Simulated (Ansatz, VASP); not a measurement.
## One calculation of SbTe2O3, two programs

File INCAR:

```
SYSTEM = SbTe2O3
PREC = Accurate ; ENCUT = 520
EDIFF = 1E-6 ; ISMEAR = 0
SIGMA = 0.1 ; LREAL = .False.
LASPH = .True. ; NELM = 60
ALGO = Normal ; ISIF = 2
LWAVE = .False. ; LCHARG = .True.
GGA = PE ; LELF = .True.
LVHAR = .True. ; NBANDS = 26
```

Contents of KPOINTS:

```
Automatic mesh
0
Gamma
  4 4 4
  0 0 0
```

Contents of POSCAR:

```
SbTe2O3
1.0
    4.3244410500      0.0000000000      0.0000000000
    0.0000000000      4.3244410500      0.0000000000
    0.0000000000      0.0000000000      6.5831757500
Sb Te O
1 2 3
Direct
    0.0000000000      0.0000000000      0.6804151100
    0.5000000000      0.0000000000      0.8275504100
    0.0000000000      0.5000000000      0.8275504100
    0.5000000000      0.0000000000      0.1972340900
    0.0000000000      0.5000000000      0.1972340900
    0.5000000000      0.5000000000      0.5644567900
```

Input for Ansatz:

```yaml
crystal:
  lattice:
    - [4.32444105, 0.0, 0.0]
    - [0.0, 4.32444105, 0.0]
    - [0.0, 0.0, 6.58317575]
  atoms:
    - { symbol: Sb, position: [0.0, 0.0, 0.68041511] }
    - { symbol: Te, position: [0.5, 0.0, 0.82755041] }
    - { symbol: Te, position: [0.0, 0.5, 0.82755041] }
    - { symbol: O, position: [0.5, 0.0, 0.19723409] }
    - { symbol: O, position: [0.0, 0.5, 0.19723409] }
    - { symbol: O, position: [0.5, 0.5, 0.56445679] }
basis:
  ecutwfc: 420
kpoints:
  mp_grid: { grid: [4, 4, 4] }
hamiltonian:
  xc: pbe
scf:
  occupations: { method: gaussian, width: 0.1 }
  lower_state_search: "off"
output:
  forces: true
  stress: true
  eigenvalues: true
```

Alike in both runs: task single point; functional PBE; k mesh 4 × 4 × 4; occupations gaussian, width 0.1 eV; no spin polarisation.

```csv
,VASP,Ansatz
version,VASP 6.6.1,Ansatz 0.2.0
potentials or method,"VASP PAW PBE potentials, release 64 (Sb, Te, O), cutoff 520 eV","scalar-relativistic, plane waves, PAW"
valence electrons in the cell,35,65
```

Ansatz gave:

```
gap on the k mesh at the Fermi level (eV) : none
rms of the force components (eV/Å)        : 4.396
```

What did VASP give for the same quantities?

gap on the k mesh at the Fermi level (eV): none; rms of the force components (eV/Å): 4.459.

Atom by atom the forces differ by 0.066 eV/Å (rms over components). A gap of «none» marks a metal or a gap that the smearing closes. VASP's potentials hold 35 valence electrons a cell and Ansatz's 65, so a difference there can come from the potentials and not from the codes.

The k mesh is coarse, so the values compare programs but aren't converged. Neither program's run includes spin-orbit coupling.
